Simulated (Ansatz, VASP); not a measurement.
# ZnAg3 in VASP and in Ansatz

The input INCAR:

```
SYSTEM = ZnAg3
PREC = Accurate ; ENCUT = 520
EDIFF = 1E-6 ; ISMEAR = -1
SIGMA = 0.1 ; LREAL = .FALSE.
LASPH = .TRUE. ; NELM = 100
ALGO = Normal ; ISIF = 2
LWAVE = .FALSE. ; LCHARG = .TRUE.
GGA = CA ; LELF = .TRUE.
LVHAR = .TRUE. ; NBANDS = 30
```

Contents of KPOINTS:

```
regular mesh
0
G
  9 9 9
  0 0 0
```

POSCAR

```
ZnAg3
1.0
   -2.0133891200      2.0133891200      4.0720367700
    2.0133891200     -2.0133891200      4.0720367700
    2.0133891200      2.0133891200     -4.0720367700
Zn Ag
1 3
Direct
    0.0000000000      0.0000000000      0.0000000000
    0.7500000000      0.2500000000      0.5000000000
    0.2500000000      0.7500000000      0.5000000000
    0.5000000000      0.5000000000      0.0000000000
```

Input for Ansatz:

```yaml
crystal:
  lattice:
    - [-2.01338912, 2.01338912, 4.07203677]
    - [2.01338912, -2.01338912, 4.07203677]
    - [2.01338912, 2.01338912, -4.07203677]
  atoms:
    - { symbol: Zn, position: [0.0, 0.0, 0.0] }
    - { symbol: Ag, position: [0.7500000000000001, 0.24999999999999994, 0.5] }
    - { symbol: Ag, position: [0.25, 0.75, 0.5] }
    - { symbol: Ag, position: [0.5, 0.5, 0.0] }
kpoints:
  mp_grid:
    grid: [9, 9, 9]
hamiltonian:
  xc: lda
  pseudopotentials:
    kind: paw
scf:
  max_iter: 70
  convergence:
    dr2_threshold: 1.0e-10
  occupations:
    method: fermi_dirac
    width: 0.1
output:
  forces: true
  stress: true
  eigenvalues: true
```

Alike in both runs: task single point; functional LDA; k mesh 9 × 9 × 9; occupations fermi-dirac, width 0.1 eV; no spin polarisation.

|  | VASP | Ansatz |
| --- | --- | --- |
| version | VASP 6.6.1 | Ansatz 0.2.0 |
| potentials or method | VASP PAW LDA potentials, release 64 (Zn, Ag) | plane waves, PAW |
| plane-wave cutoff (eV) | 520 | 420 |
| valence electrons in the cell | 45 | 69 |

```csv
,VASP,Ansatz,Ansatz less VASP
gap on the k mesh at the Fermi level (eV),none,none,-
pressure (GPa),-7.6,-7.8,-0.26
"traceless stress, the component that is largest in VASP (GPa)",-0.33,-0.32,+0.004
```

LDA's correlation is that of Perdew and Zunger in VASP and of Perdew and Wang (1992) in Ansatz. A gap of «none» marks a metal or a gap that the smearing closes. VASP's potentials hold 45 valence electrons a cell and Ansatz's 69, so a difference there can come from the potentials and not from the codes.
